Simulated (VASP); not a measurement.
Runs of VASP 6.6.1 on BAs2. The structure is that of space group P6/mmm (No. 191), or close to it. The cells are those of the table. 

```csv
task,potentials or basis,cell,k mesh,cutoff (eV),second run,gap on the mesh (eV),pressure (GPa),relaxed volume (Å³/atom)
single point,"VASP PAW PBE potentials, release 64 (B, As)","a = 4.481, b = 4.481, c = 2.824 Å, angles 90.0, 90.0, 120.0°, 3 atoms",6 × 6 × 4,520,-,none,(b),-
single point,"VASP PAW PBE potentials, release 64 (B, As)","a = 3.660, b = 3.660, c = 4.659 Å, angles 90.0, 90.0, 120.0°, 3 atoms",6 × 6 × 4,520,-,none,34.6,-
relaxation of cell and atoms,"VASP PAW PBE potentials, release 64 (B, As)","relaxed from a = 3.660, b = 3.660, c = 4.659 Å, angles 90.0, 90.0, 120.0°, 3 atoms",6 × 6 × 4,600,-,none,0.1,16.44
relaxation of cell and atoms,"VASP PAW PBE potentials, release 64 (B, As_d)","relaxed from a = 4.481, b = 4.481, c = 2.824 Å, angles 90.0, 90.0, 120.0°, 3 atoms",6 × 6 × 6,600,valence_matched,none,-0.1,16.62
single point,"VASP PAW PBE potentials, release 64 (B, As)","a = 4.744, b = 4.744, c = 2.565 Å, angles 90.0, 90.0, 120.0°, 3 atoms",6 × 6 × 6,520,-,none,0.3,-
relaxation of cell and atoms,"VASP PAW PBE potentials, release 64 (B, As)","relaxed from a = 4.481, b = 4.481, c = 2.824 Å, angles 90.0, 90.0, 120.0°, 3 atoms",6 × 6 × 6,600,-,none,0.1,16.58
single point,"VASP PAW PBE potentials, release 64 (B, As)","a = 4.615, b = 4.615, c = 2.660 Å, angles 90.0, 90.0, 120.0°, 3 atoms",12 × 12 × 18,520,-,none,(a),-
```

Alike in all rows: level PBE; no spin polarisation; smearing gaussian 0.1 eV.

Question: Fill in the values left out.

Answer: (a) 0.2; (b) 0.4.

Caveats: some runs use coarse meshes.

A k mesh can miss the band edges, and the runs leave out spin-orbit coupling on As.

A gap of «none» marks levels without a gap at the run's occupations.

The runs don't all hold the same shells in valence.
